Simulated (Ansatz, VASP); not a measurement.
## ZnF2 in VASP and in Ansatz

INCAR

```
SYSTEM = ZnF2
PREC = Accurate
ENCUT = 600
EDIFF = 1E-6
ISMEAR = 0
SIGMA = 0.01
LREAL = .False.
LASPH = .True.
NELM = 120
ALGO = Normal
ISIF = 2
LWAVE = .False.
LCHARG = .False.
NBANDS = 35
GGA_COMPAT = .False.
```

Contents of KPOINTS:

```
regular mesh
0
Gamma
  4 4 6
  0 0 0
```

POSCAR

```
ZnF2
1.0
    4.6305912559      0.0000000000      0.0000000000
    0.0000000000      4.6305912559      0.0000000000
    0.0000000000      0.0000000000      3.0880767054
Zn F
2 4
Direct
    0.0000000000      0.0000000000      0.0000000000
    0.5000000000      0.5000000000      0.5000000000
    0.3032745163      0.3032745163      0.0000000000
    0.1967254837      0.8032745163      0.5000000000
    0.6967254837      0.6967254837      0.0000000000
    0.8032745163      0.1967254837      0.5000000000
```

Input for Ansatz:

```yaml
crystal:
  lattice:
    - [4.63059125593, 0.0, 0.0]
    - [0.0, 4.63059125593, 0.0]
    - [0.0, 0.0, 3.08807670545]
  atoms:
    - { symbol: Zn, position: [0.0, 0.0, 0.0] }
    - { symbol: Zn, position: [0.5, 0.5, 0.5] }
    - { symbol: F, position: [0.303274516335, 0.303274516335, 0.0] }
    - { symbol: F, position: [0.196725483665, 0.803274516335, 0.5] }
    - { symbol: F, position: [0.696725483665, 0.696725483665, 0.0] }
    - { symbol: F, position: [0.803274516335, 0.196725483665, 0.5] }
kpoints:
  mp_grid: { grid: [4, 4, 6] }
scf:
  occupations: { method: fixed }
hamiltonian:
  xc: lda
  pseudopotentials: { kind: paw }
output:
  forces: true
  stress: true
  eigenvalues: true
  eigenstates:
    nscf_kmesh: { grid: [6, 6, 10] }
    de_dk: true
    e_range: [-9, 13.45360503091]
  optics:
    e_range: [0, 20]
    de: 0.2
    sigma: 0.1
    bands: { spectra_wanted_up_to: 20 }
    nscf_kmesh: { grid: [6, 6, 10] }
checkpoint:
  write: ck
  write_wavefunctions: false
```

Alike in both runs: task single point; functional LDA; k mesh 4 × 4 × 6; no spin polarisation.

|  | VASP | Ansatz |
| --- | --- | --- |
| version | VASP 6.6.1 | Ansatz 0.2.0 |
| potentials or method | VASP PAW LDA potentials, release 64 (Zn, F) | PAW with Ansatz's default frozen-core files, scalar-relativistic |
| plane-wave cutoff (eV) | 600 | 420 |
| occupations | gaussian, width 0.01 eV | fixed |
| valence electrons in the cell | 52 | 52 |

```tsv
	VASP	Ansatz	Ansatz less VASP
gap on the k mesh at the Fermi level (eV)	3.40	3.45	+0.051
pressure (GPa)	0.6	0.0	-0.65
traceless stress, the component that is largest in VASP (GPa)	0.24	0.01	-0.233
rms of the force components (eV/Å)	0.006	0.000	-0.0058
```

LDA's correlation is that of Perdew and Zunger in VASP and of Perdew and Wang (1992) in Ansatz. Atom by atom the forces differ by 0.006 eV/Å (rms over components).
